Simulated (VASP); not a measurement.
# Lu (P6_3/mmc) in VASP: a series of runs, part 2 of 2

VASP 6.6.1. Earlier steps stand in the parts before.

## Step 4: Single point, r2SCAN

Contents of POSCAR:

```
Lu
1.0
    3.5048186286      0.0000000000      0.0000000000
   -1.7524093143      3.0352619680      0.0000000000
    0.0000000000      0.0000000000      5.4696750779
Lu
2
Direct
    0.3333333333      0.6666666667      0.2500000000
    0.6666666667      0.3333333333      0.7500000000
```

Contents of INCAR.step1:

```
SYSTEM = Lu
PREC = Accurate
ENCUT = 520
ISMEAR = 1
SIGMA = 1.0
LREAL = .False.
LASPH = .True.
NELM = 80
NBANDS = 32
GGA = PE
ALGO = Normal
EDIFF = 1E-4
LWAVE = .True.
LCHARG = .False.
```

Contents of INCAR.step2:

```
SYSTEM = Lu
PREC = Accurate
ENCUT = 520
EDIFF = 1E-7
ISMEAR = 1
SIGMA = 1.0
LREAL = .False.
LASPH = .True.
NELM = 80
ALGO = Normal
ISIF = 2
LWAVE = .False.
LCHARG = .True.
METAGGA = R2SCAN
LMIXTAU = .True.
LELF = .True.
LVHAR = .True.
NBANDS = 32
ISTART = 1
```

Contents of KPOINTS:

```
regular mesh
0
Gamma
  10 10 6
  0 0 0
```

Potentials or basis: VASP PAW PBE potentials, release 64 (Lu).

Run with:

```bash
$ cat potpaw_PBE.64/Lu/POTCAR > POTCAR
$ cp INCAR.step1 INCAR
$ mpirun -np 1 vasp_std > vasp.out
$ cp INCAR.step2 INCAR
$ mpirun -np 1 vasp_std > vasp.out
```

OUTCAR:

```text
SYSTEM = Lu
   PREC = Accurate
   ENCUT = 520
   EDIFF = 1E-7
   ISMEAR = 1
   LREAL = .False.
   LASPH = .True.
   NELM = 80
   ISIF = 2
   METAGGA = R2SCAN
   ISTART = 1

 ion  position               nearest neighbor table
   1  0.333  0.667  0.250-   2 3.40   2 3.40   2 3.40   2 3.40   2 3.40   2 3.40
   2  0.667  0.333  0.750-   1 3.40   1 3.40   1 3.40   1 3.40   1 3.40   1 3.40

  LATTYP: Found a hexagonal cell.
 ALAT       =     3.5048186286
 C/A-ratio  =     1.5606157287

  Lattice vectors:

 A1 = (   3.5048186286,   0.0000000000,   0.0000000000)
 A2 = (  -1.7524093143,   3.0352619680,   0.0000000000)
 A3 = (   0.0000000000,   0.0000000000,   5.4696750779)

Analysis of symmetry for initial positions (statically):
=====================================================================
 Subroutine PRICEL returns:
 Original cell was already a primitive cell.

 Routine SETGRP: Setting up the symmetry group for a
 hexagonal supercell.

 Subroutine GETGRP returns: Found 24 space group operations
 (whereof 12 operations were pure point group operations)
 out of a pool of 24 trial point group operations.

The static configuration has the point symmetry D_3d.
 The point group associated with its full space group is D_6h.

Analysis of symmetry for dynamics (positions and initial velocities):
=====================================================================
 Subroutine PRICEL returns:
 Original cell was already a primitive cell.

 Routine SETGRP: Setting up the symmetry group for a
 hexagonal supercell.

 Subroutine GETGRP returns: Found 24 space group operations
 (whereof 12 operations were pure point group operations)
 out of a pool of 24 trial point group operations.

The dynamic configuration has the point symmetry D_3d.
 The point group associated with its full space group is D_6h.

 Subroutine INISYM returns: Found 24 space group operations
 (whereof 12 operations are pure point group operations),
 and found     1 'primitive' translations

[... 111 lines left out ...]
   IALGO  =     38    algorithm
   IMIX   =      4    mixing-type and parameters
     AMIX     =   0.40;   BMIX     =  1.00
     AMIX_MAG =   1.60;   BMIX_MAG =  1.00
  volume/ion in A,a.u.               =      29.09       196.33
  Fermi-wavevector in a.u.,A,eV,Ry     =   1.556409  2.941187 32.958877  2.422409
  Thomas-Fermi vector in A             =   2.660209
   LORBIT       =      0    0 simple, 1 ext, 2 COOP (PROOUT), +10 PAW based schemes
   METAGGA = R2SCAN    functional components
   LHFCALC =     F    Hartree Fock is set to
   AEXX    =    0.0000 exact exchange contribution
   IVDW    =     0    specifies the selected vdW correction
   LEPSILON=     F    determine dielectric tensor
   LRPA    =     F    only Hartree local field effects (RPA)
 non-spin polarized calculation
 Methfessel and Paxton  Order N= 1 SIGMA  =   1.00
  energy-cutoff  :      520.00
  volume of cell :       58.19
 maximum number of plane-waves:      1616
 NGX is ok and might be reduce to    28
   NGX = 13   NGY = 13   NGZ = 21

 number of electron      49.9999994 magnetization

 Free energy of the ion-electron system (eV)
  ---------------------------------------------------
  ext. energy  EPLUGINS =         0.00000000
  ---------------------------------------------------
  free energy    TOTEN  =       -76.19233698 eV

  energy without entropy =      -76.08456475  energy(sigma->0) =      -76.15641290

 E-fermi :   2.1860     XC(G=0): -11.6069

 val. band max:        2.1786765450   @ k =   0.3000   0.1000   0.1667
 cond. band min:       2.2154132133   @ k =   0.3000   0.2000   0.3333
 fundamental gap:      0.0367366684
 Fermi energy:         2.1860406454

 k-point     1 :       0.0000    0.0000    0.0000
  band No.  band energies     occupation
      1     -55.7202      2.00000
      2     -55.6814      2.00000
      3     -26.0314      2.00000
      4     -25.5651      2.00000
      5     -25.5651      2.00000
      6     -25.4794      2.00000
[... 829 lines left out ...]
     31       8.3308     -0.00000
     32       8.6219     -0.00000

 [... further k-points ...]

------------------------ aborting loop because EDIFF is reached ----------------------------------------

  FORCE on cell =-STRESS in cart. coord.  units (eV):
  Direction    XX          YY          ZZ          XY          YZ          ZX
  --------------------------------------------------------------------------------------
  -------------------------------------------------------------------------------------
  Total        0.1181158      0.1181158      0.3377262      0.0000000      0.0000000      0.0000000
  in kB        3.2523348      3.2523348      9.2993387      0.0000000      0.0000000      0.0000000
  external PRESSURE =       5.2680028 kB  Pullay stress =       0.0000000 kB

 VOLUME and BASIS-vectors are now :
 -----------------------------------------------------------------------------
  energy-cutoff  :      520.00
  volume of cell :       58.19
      direct lattice vectors                 reciprocal lattice vectors
     3.504818629  0.000000000  0.000000000     0.285321469  0.164730427  0.000000000
    -1.752409314  3.035261968  0.000000000     0.000000000  0.329460854  0.000000000
     0.000000000  0.000000000  5.469675078     0.000000000  0.000000000  0.182826217

 POSITION                                       TOTAL-FORCE (eV/Angst)
 -----------------------------------------------------------------------------------
     -0.00000      2.02351      1.36742        -0.000000     -0.000000      0.000000
      1.75241      1.01175      4.10226         0.000000      0.000000      0.000000
 -----------------------------------------------------------------------------------
    total drift:                               -0.000000      0.000000     -0.000000

  FREE ENERGIE OF THE ION-ELECTRON SYSTEM (eV)
  ---------------------------------------------------
  free  energy   TOTEN  =       -76.1923369783 eV

  energy  without entropy=      -76.0845647450  energy(sigma->0) =      -76.15641290
```

OSZICAR.step1:

```text
N       E                     dE             d eps       ncg     rms          rms(c)
DAV:   1     0.239060387998E+03    0.23906E+03   -0.19258E+04  5240   0.507E+03
DAV:   2     0.209744440963E+02   -0.21809E+03   -0.21012E+03  3824   0.550E+02
DAV:   3    -0.675773374251E+01   -0.27732E+02   -0.27214E+02  5280   0.118E+02
DAV:   4    -0.921788683125E+01   -0.24602E+01   -0.24485E+01  5424   0.245E+01
DAV:   5    -0.928908903170E+01   -0.71202E-01   -0.71178E-01  5600   0.427E+00    0.491E+00
DAV:   6    -0.915282690925E+01    0.13626E+00   -0.41635E-01  5680   0.813E+00    0.232E+00
DAV:   7    -0.911732553989E+01    0.35501E-01   -0.95904E-02  5240   0.190E+00    0.437E-01
DAV:   8    -0.911428883840E+01    0.30367E-02   -0.12170E-02  5912   0.895E-01    0.149E-01
DAV:   9    -0.911452047125E+01   -0.23163E-03   -0.14127E-03  4096   0.281E-01    0.102E-01
DAV:  10    -0.911452882948E+01   -0.83582E-05   -0.21298E-04  4088   0.901E-02
   1 F= -.91145288E+01 E0= -.90849969E+01  d E =-.885957E-01
```

Wall time 7.4 min (1 thread of AMD EPYC 7R13 (Zen 3), shared host); peak memory 0.21 GiB.

What came out:

```yaml
Free_energy: -76.1923 eV
Pressure: 0.5 GPa
Band_gap_on_the_k_mesh: zero (bands 25 and 26 overlap by 2.00 eV)
```

Caveat: so wide a smearing shifts energies and pressures; the PAW data sets were made with another functional, which shifts forces and pressure a little; spin-orbit coupling is left out, which moves the levels of the heavy elements.

## Step 5: Single point, r2SCAN

POSCAR is that of step 4.

Contents of INCAR.step1:

```
PREC = Accurate ; ENCUT = 520
ISMEAR = -1 ; SIGMA = 0.1
LREAL = False ; LASPH = True
NELM = 80 ; NBANDS = 32
GGA = PE ; ALGO = Normal
EDIFF = 1E-4 ; LWAVE = True
LCHARG = False
```

Contents of INCAR.step2:

```
PREC = Accurate ; ENCUT = 520
EDIFF = 1E-7 ; ISMEAR = -1
SIGMA = 0.1 ; LREAL = False
LASPH = True ; NELM = 80
ALGO = Normal ; ISIF = 2
LWAVE = False ; LCHARG = False
METAGGA = R2SCAN ; LMIXTAU = True
NBANDS = 32 ; ISTART = 1
```

Contents of KPOINTS:

```
Automatic mesh
0
Gamma
  15 15 9
```

Run with:

```bash
$ cat potpaw_PBE.64/Lu/POTCAR > POTCAR
$ cp INCAR.step1 INCAR
$ mpirun -np 1 vasp_std > vasp.out
$ cp INCAR.step2 INCAR
$ mpirun -np 1 vasp_std > vasp.out
```

It took 16 min on 1 thread of Intel Xeon Platinum 8259CL at 2.50GHz (Skylake/Cascade Lake), shared host; peak memory 0.34 GiB.

The run converged. Its results:

| Item | Value |
| --- | --- |
| Free energy | -76.1689 eV |
| Pressure | 0.3 GPa |
| Band gap on the k mesh | zero (bands 25 and 26 overlap by 1.79 eV) |

Stress tensor (GPa, compression positive):
```
0.29 0.00 0.00
0.00 0.29 0.00
0.00 0.00 0.43
```

Levels at points of the mesh, in eV from the Fermi level:
```
           k point  band 23  band 24  band 25  band 26  band 27  band 28
(0.00, 0.00, 0.00)    -5.02    -2.40     0.55     2.45     2.45     2.93
```

Caveat: the PAW data sets were made with another functional, which shifts forces and pressure a little; spin-orbit coupling is left out, which moves the levels of the heavy elements.

## Step 6: Summary

```csv
k mesh,smearing,gap on the mesh (eV),pressure (GPa)
10 × 10 × 6,methfessel-paxton 0.3 eV,none,0.2
10 × 10 × 6,methfessel-paxton 0.6 eV,none,0.4
10 × 10 × 6,methfessel-paxton 1 eV,none,0.5
15 × 15 × 9,fermi-dirac 0.1 eV,none,0.3
```

Alike in all rows: task single point; level r2SCAN; potentials or basis VASP PAW PBE potentials, release 64 (Lu); no spin polarisation; cell as given; cutoff (eV) 520.

Caveats: the PAW data sets were made with another functional, which shifts forces and pressure a little; spin-orbit coupling is left out, which moves the levels of the heavy elements; so wide a smearing shifts energies and pressures (at least some runs).

Total energies depend on the potentials used, so only differences within one code and one set of settings carry meaning.

The gap in the log of VASP goes by the Fermi energy; the results here count the filled bands.